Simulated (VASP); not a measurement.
Runs of VASP 6.6.1 on WC. The structure is that of space group Fm-3m (No. 225), or close to it. The cells are those of the table. 

```tsv
cell	gap on the mesh (eV)	pressure (GPa)
a = 2.946 Å, angles 60.0°, 2 atoms	none	(a)
a = 3.178 Å, angles 60.0°, 2 atoms	none	-26.7
a = 2.985, b = 2.985, c = 3.023 Å, angles 59.6, 59.6, 60.9°, 2 atoms	none	43.5
a = 3.256 Å, angles 60.0°, 2 atoms	none	(b)
a = 2.985, b = 2.985, c = 2.946 Å, angles 60.4, 60.4, 59.1°, 2 atoms	none	58.7
```

Alike in all rows: task single point; level r2SCAN; potentials or basis VASP PAW PBE potentials, release 64 (W_sv, C); no spin polarisation; k mesh 18 × 18 × 18; cutoff (eV) 520; smearing gaussian 0.15 eV.

Question: Estimate the missing entries.

Answer: (a) 74.7; (b) -42.4.

Caveats: the PAW data sets were made with another functional, which shifts forces and pressure a little; spin-orbit coupling is left out, which moves the levels of the heavy elements.

A k mesh can miss the band edges, and the runs leave out spin-orbit coupling on W.

A gap of «none» marks levels without a gap at the run's occupations.
